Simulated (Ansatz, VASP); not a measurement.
Rb2Ag in VASP and in Ansatz

```
Rb Ag
1.0
    -5.09346    0.01152   -0.00775
    -0.01135   -0.04057   -7.28911
     0.02328  -10.16491   -0.05720
Rb Ag
4 2
Direct
  0.49854 0.00028 0.74974
  0.49976 0.99921 0.25019
  0.99660 0.49758 0.99991
  0.00371 0.50240 0.49944
  0.00048 0.99725 0.99979
  0.00091 0.00327 0.50093
```

Change from the starting cell: cell x2, atoms moved at random (sigma 0.1 Å) and cell strained at random (1.5 %), then relaxed without symmetry.

Alike in both runs: functional PBE; k mesh 4 × 4 × 2; occupations gaussian, width 0.2 eV; no spin polarisation.

Ansatz relaxed the structure, and its values are those at the end. VASP's run is a single point on that final structure, the one shown.

```csv
,VASP,Ansatz
version,VASP 6.6.1,Ansatz 0.2.0
potentials or method,"VASP PAW PBE potentials, release 64 (Rb_sv, Ag), cutoff 520 eV","scalar-relativistic, plane waves, PAW"
valence electrons in the cell,58,74
```

|  | VASP | Ansatz | Ansatz less VASP |
| --- | --- | --- | --- |
| gap on the k mesh at the Fermi level (eV) | none | none | - |
| pressure (GPa) | 0.0 | 0.0 | 0.00 |
| rms of the force components (eV/Å) | 0.005 | 0.005 | 0.0000 |

A gap of «none» marks a metal or a gap that the smearing closes. With one functional, cell and mesh, what is left measures potentials, basis and numerics. VASP's potentials hold 58 valence electrons a cell and Ansatz's 74, so a difference there can come from the potentials and not from the codes.
